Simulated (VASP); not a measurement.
Runs of VASP 6.6.1 on BN. The structure is that of space group R3m (No. 160), or close to it. The cells are those of the table. 

| task | level | potentials or basis | cell | cutoff (eV) | smearing | gap on the mesh (eV) | pressure (GPa) |
| --- | --- | --- | --- | --- | --- | --- | --- |
| single point | PBE | VASP PAW PBE potentials, release 64 (B, N) | a = 3.532 Å, angles 41.3°, 2 atoms | 600 | tetrahedron | (b) | 8.3 |
| single point | LDA | VASP PAW LDA potentials, release 64 (B, N) | a = 3.158 Å, angles 46.1°, 2 atoms | 600 | gaussian 0.01 eV | 3.59 | (a) |
| relaxation of cell and atoms | LDA | VASP PAW LDA potentials, release 64 (B, N) | relaxed to 9 GPa from a = 3.530 Å, angles 41.3°, 2 atoms | 600 | gaussian 0.01 eV | 3.58 | 9.0 |
| relaxation of cell and atoms | LDA | VASP PAW LDA potentials, release 64 (B, N) | relaxed from a = 3.532 Å, angles 41.3°, 2 atoms | 600 | gaussian 0.01 eV | (c) | 0.0 |
| single point | LDA | VASP PAW LDA potentials, release 64 (B, N) | a = 3.530 Å, angles 41.3°, 2 atoms | 520 | gaussian 0.01 eV | 4.02 | 0.5 |

Alike in all rows: no spin polarisation; k mesh 12 × 12 × 12.

Q: Estimate the missing entries.

A: (a) 9.4; (b) 4.22; (c) 3.99.

Caveats: the cell is relaxed towards a set pressure, so the enthalpy falls and the energy may rise (some runs).

A k mesh can miss the band edges.
